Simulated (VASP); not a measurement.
# SiO2 (Ibam) in VASP: single point with PBE+D3(BJ)

Aim: the single point of SiO2 with PBE+D3(BJ).

All numbers are computed with VASP 6.6.1; they aren't measurements. Logs are shortened: lines on timing, memory, paths and dates and some standing lists are left out, and cuts for length are marked.

### 1 The cell of the first run

Symmetry: Ibam, No. 72, orthorhombic system. Conventional cell: a = 4.720 Å, b = 8.360 Å, c = 5.160 Å, α = 90.00°, β = 90.00°, γ = 90.00°. Within 2.5 Å of Si (site symmetry 222) lie 4 O at 1.87 Å. O (site symmetry m) has 2 Si at 1.87 Å within 2.5 Å.

### 2 Single point, PBE+D3(BJ)

The input, INCAR:

```
SYSTEM = SiO2
ALGO = Normal ; EDIFF = 1E-6
ENCUT = 520 ; GGA = PE
ISIF = 2 ; ISMEAR = 0
ISYM = 0 ; IVDW = 12
LASPH = .True. ; LCHARG = .False.
LREAL = Auto ; LWAVE = .False.
NBANDS = 63 ; NELM = 80
PREC = Accurate ; SIGMA = 0.1
```

The input, KPOINTS:

```
Automatic mesh
0
Gamma
  2 2 2
  0.5 0.5 0.5
```

The input, POSCAR:

```
SiO2
1.0
    0.0000000000      0.0000000000      5.1600000000
    0.0000000000     -8.3600000000      0.0000000000
    7.0800000000      4.1800000000     -2.5800000000
Si O
6 12
Direct
    0.7500000000      0.0000000000      1.0000000000
    0.4166666667      0.6666666667      0.3333333333
    0.0833333333      0.3333333333      0.6666666667
    0.2500000000      0.0000000000      0.0000000000
    0.9166666667      0.6666666667      0.3333333333
    0.5833333333      0.3333333333      0.6666666667
    0.5970000000      0.7070000000      0.1940000000
    0.2636666667      0.3736666667      0.5273333333
    0.9303333333      0.0403333333      0.8606666667
    0.5696666667      0.1796666667      0.1393333333
    0.2363333333      0.8463333333      0.4726666667
    0.9030000000      0.5130000000      0.8060000000
    0.0970000000      0.4870000000      0.1940000000
    0.7636666667      0.1536666667      0.5273333333
    0.4303333333      0.8203333333      0.8606666667
    0.0696666667      0.9596666667      0.1393333333
    0.7363333333      0.6263333333      0.4726666667
    0.4030000000      0.2930000000      0.8060000000
```

Potentials or basis: VASP PAW PBE potentials, release 64 (Si, O).

Run with:

```sh
cat potpaw_PBE.64/Si/POTCAR potpaw_PBE.64/O/POTCAR > POTCAR
mpirun -np 1 vasp_std > vasp.out
```

OUTCAR:

```text
SYSTEM = SiO2
   EDIFF = 1E-6
   ENCUT = 520
   GGA = PE
   ISIF = 2
   ISMEAR = 0
   ISYM = 0
   IVDW = 12
   LASPH = .True.
   LREAL = Auto
   NELM = 80
   PREC = Accurate
 IVDW          = 12

 ion  position               nearest neighbor table
   1  0.750  0.000  0.000-   9 1.87  16 1.87  10 1.87  15 1.87   4 2.58   4 2.58
   2  0.417  0.667  0.333-   7 1.87  11 1.87  13 1.87  17 1.87   5 2.58   5 2.58
   3  0.083  0.333  0.667-  14 1.87  18 1.87  12 1.87   8 1.87   6 2.58   6 2.58
   4  0.250  0.000  0.000-  16 1.87   9 1.87  15 1.87  10 1.87   1 2.58   1 2.58
   5  0.917  0.667  0.333-  11 1.87   7 1.87  13 1.87  17 1.87   2 2.58   2 2.58
   6  0.583  0.333  0.667-  18 1.87  14 1.87  12 1.87   8 1.87   3 2.58   3 2.58
   7  0.597  0.707  0.194-   2 1.87   5 1.87
   8  0.264  0.374  0.527-   6 1.87   3 1.87
   9  0.930  0.040  0.861-   1 1.87   4 1.87
  10  0.570  0.180  0.139-   1 1.87   4 1.87
  11  0.236  0.846  0.473-   5 1.87   2 1.87
  12  0.903  0.513  0.806-   3 1.87   6 1.87
  13  0.097  0.487  0.194-   5 1.87   2 1.87
  14  0.764  0.154  0.527-   3 1.87   6 1.87
  15  0.430  0.820  0.861-   4 1.87   1 1.87
  16  0.070  0.960  0.139-   4 1.87   1 1.87
  17  0.736  0.626  0.473-   2 1.87   5 1.87
  18  0.403  0.293  0.806-   6 1.87   3 1.87

IMPORTANT INFORMATION: All symmetrisations will be switched off!
NOSYMM: (Re-)initialisation of all symmetry stuff for point group C_1.

----------------------------------------------------------------------------------------

                                     Primitive cell

  volume of cell :     305.4142

  direct lattice vectors                    reciprocal lattice vectors
     0.000000000  0.000000000  5.160000000     0.070621469  0.000000000  0.193798450
     0.000000000 -8.360000000  0.000000000     0.070621469 -0.119617225  0.000000000
     7.080000000  4.180000000 -2.580000000     0.141242938  0.000000000  0.000000000

  length of vectors
     5.160000000  8.360000000  8.617145699     0.206264953  0.138908864  0.141242938

  position of ions in fractional coordinates (direct lattice)
     0.750000000  0.000000000  0.000000000
     0.416666667  0.666666667  0.333333333
     0.083333333  0.333333333  0.666666667
     0.250000000  0.000000000  0.000000000
     0.916666667  0.666666667  0.333333333
     0.583333333  0.333333333  0.666666667
[... 10 lines left out ...]
     0.736333333  0.626333333  0.472666667
     0.403000000  0.293000000  0.806000000

  ion indices of the primitive-cell ions
   primitive index   ion index
                 1           1
                 2           2
                 3           3
                 4           4
[... 76 lines left out ...]
   ISYM   =      0    0-nonsym 1-usesym 2-fastsym
   POTIM  = 0.5000    time-step for ionic-motion
   TEBEG  =    0.0;   TEEND  =   0.0 temperature during run
   PSTRESS=    0.0 pullay stress
   NELECT =      96.0000    total number of electrons
   NUPDOWN=      -1.0000    fix difference up-down
   EMIN   =  10.00;   EMAX   =-10.00  energy-range for DOS
   EFERMI =   0.00;   METHOD = LEGACY
   ISMEAR =     0;   SIGMA  =   0.10  broadening in eV -4-tet -1-fermi 0-gaus
   EFERMI_NEDOS =   21; number of points for ismear=-14 and -15
   IALGO  =     38    algorithm
   IMIX   =      4    mixing-type and parameters
     AMIX     =   0.40;   BMIX     =  1.00
     AMIX_MAG =   1.60;   BMIX_MAG =  1.00
  volume/ion in A,a.u.               =      16.97       114.50
  Fermi-wavevector in a.u.,A,eV,Ry     =   1.113103  2.103460 16.857606  1.238999
  Thomas-Fermi vector in A             =   2.249685
   LORBIT       =      0    0 simple, 1 ext, 2 COOP (PROOUT), +10 PAW based schemes
   GGA     = PE    functional components
   LHFCALC =     F    Hartree Fock is set to
   AEXX    =    0.0000 exact exchange contribution
   IVDW    =    12    specifies the selected vdW correction
   LEPSILON=     F    determine dielectric tensor
   LRPA    =     F    only Hartree local field effects (RPA)
 non-spin polarized calculation
 Gauss-broadening in eV      SIGMA  =   0.10
  energy-cutoff  :      520.00
  volume of cell :      305.41
 maximum number of plane-waves:      8228
 NGX is ok and might be reduce to    40
   NGX = 19   NGY = 31   NGZ = 33

 number of electron      96.0000003 magnetization

 Free energy of the ion-electron system (eV)
  ---------------------------------------------------
  ext. energy  EPLUGINS =         0.00000000
  ---------------------------------------------------
  free energy    TOTEN  =      -125.86001277 eV

  energy without entropy =     -125.86001277  energy(sigma->0) =     -125.86001277

 E-fermi :  -0.3399     XC(G=0):  -8.1426

 val. band max:       -0.8616393946   @ k =   0.2500   0.2500   0.5000
 cond. band min:       2.9661417734   @ k =  -0.2500  -0.2500   0.2500
 fundamental gap:      3.8277811680
 Fermi energy:        -0.3399234029

 k-point     1 :       0.2500    0.2500    0.2500
  band No.  band energies     occupation
      1     -18.5157      2.00000
      2     -18.5157      2.00000
      3     -18.4995      2.00000
      4     -17.8788      2.00000
      5     -17.8282      2.00000
      6     -17.8282      2.00000
[... 493 lines left out ...]
     59       5.9986      0.00000
     60       6.3136      0.00000
 [bands above 60 left out]

------------------------ aborting loop because EDIFF is reached ----------------------------------------

 Edisp (eV)   -1.80341

 E8    (eV) :    -0.5905

  FORCE on cell =-STRESS in cart. coord.  units (eV):
  Direction    XX          YY          ZZ          XY          YZ          ZX
  --------------------------------------------------------------------------------------
  -------------------------------------------------------------------------------------
  Total     -42.03329   -37.10414   -71.69384     0.00002    -0.00002    -0.00543
  in kB    -220.50313  -194.64518  -376.09988     0.00009    -0.00010    -0.02847
  external pressure =     -263.75 kB  Pullay stress =        0.00 kB

 VOLUME and BASIS-vectors are now :
 -----------------------------------------------------------------------------
  energy-cutoff  :      520.00
  volume of cell :      305.41
      direct lattice vectors                 reciprocal lattice vectors
     0.000000000  0.000000000  5.160000000     0.070621469  0.000000000  0.193798450
     0.000000000 -8.360000000  0.000000000     0.070621469 -0.119617225  0.000000000
     7.080000000  4.180000000 -2.580000000     0.141242938  0.000000000  0.000000000

 POSITION                                       TOTAL-FORCE (eV/Angst)
 -----------------------------------------------------------------------------------
      0.00000      0.00000      3.87000         0.000014      0.000010      0.000000
      2.36000     -4.18000      1.29000         0.000597     -0.000005     -0.000525
      4.72000      0.00000     -1.29000        -0.000631     -0.000004      0.000518
      0.00000      0.00000      1.29000         0.000014     -0.000034     -0.000001
      2.36000     -4.18000      3.87000         0.000596     -0.000010     -0.000532
      4.72000      0.00000      1.29000        -0.000630     -0.000008      0.000534
[... 10 lines left out ...]
      3.34648     -3.26040      2.58000        -3.442465     -3.095441      0.003616
      5.70648      0.91960      0.00000        -3.441976     -3.099664      0.001318
 -----------------------------------------------------------------------------------
    total drift:                                0.000312      0.000414      0.000010

  FREE ENERGIE OF THE ION-ELECTRON SYSTEM (eV)
  ---------------------------------------------------
  free  energy   TOTEN  =      -127.6634188467 eV

  energy  without entropy=     -127.6634188467  energy(sigma->0) =     -127.66341885
```

stdout:

```text
POSCAR found type information on POSCAR SiO
 POSCAR found :  2 types and      18 ions
 scaLAPACK will be used
 LDA part: xc-table for (Slater+PW92), standard interpolation
 POSCAR, INCAR and KPOINTS ok, starting setup
 FFT: planning ... GRIDC
 FFT: planning ... GRID_SOFT
 FFT: planning ... GRID
 WAVECAR not read
 entering main loop
```

Wall time 3.1 min (1 thread of Intel Xeon Platinum 8259CL at 2.50GHz (Skylake/Cascade Lake), shared host); peak memory 0.41 GiB.

Results:

```
Free energy                : -127.6634 eV
Pressure                   : -26.4 GPa
Largest force              : 4.634 eV/Å
Band gap on the k mesh     : 3.83 eV
Dispersion energy per atom : -0.100 eV
```

Forces on the atoms (eV/Å):
```
Si   0.000  0.000  0.000
Si   0.001  0.000 -0.001
Si  -0.001  0.000  0.001
Si   0.000  0.000  0.000
Si   0.001  0.000 -0.001
Si  -0.001  0.000  0.001
O    3.442  3.100 -0.001
O    3.443  3.095 -0.004
O    3.444  3.100  0.002
O   -3.444  3.100 -0.002
O   -3.443  3.095  0.004
O   -3.442  3.100  0.001
O    3.442 -3.100 -0.001
O    3.442 -3.095 -0.004
O    3.444 -3.100  0.002
O   -3.444 -3.100 -0.002
O   -3.442 -3.095  0.004
O   -3.442 -3.100  0.001
```

Stress tensor (GPa, compression positive):
```
-22.05   0.00   0.00
  0.00 -19.46   0.00
  0.00   0.00 -37.61
```

Levels at points of the mesh, in eV from the valence-band top:
| k point | band 44 | band 45 | band 46 | band 47 | band 48 | band 49 | band 50 | band 51 | band 52 | band 53 |
| --- | --- | --- | --- | --- | --- | --- | --- | --- | --- | --- |
| (0.25, 0.25, 0.25) | -0.55 | -0.55 | -0.31 | -0.07 | -0.07 | 4.33 | 4.33 | 4.53 | 6.26 | 6.26 |

Caveat: the k points lie up to 0.65 Å⁻¹ apart; forces of over 1 eV/Å act on the atoms, so gaps and moduli don't describe the material at rest.
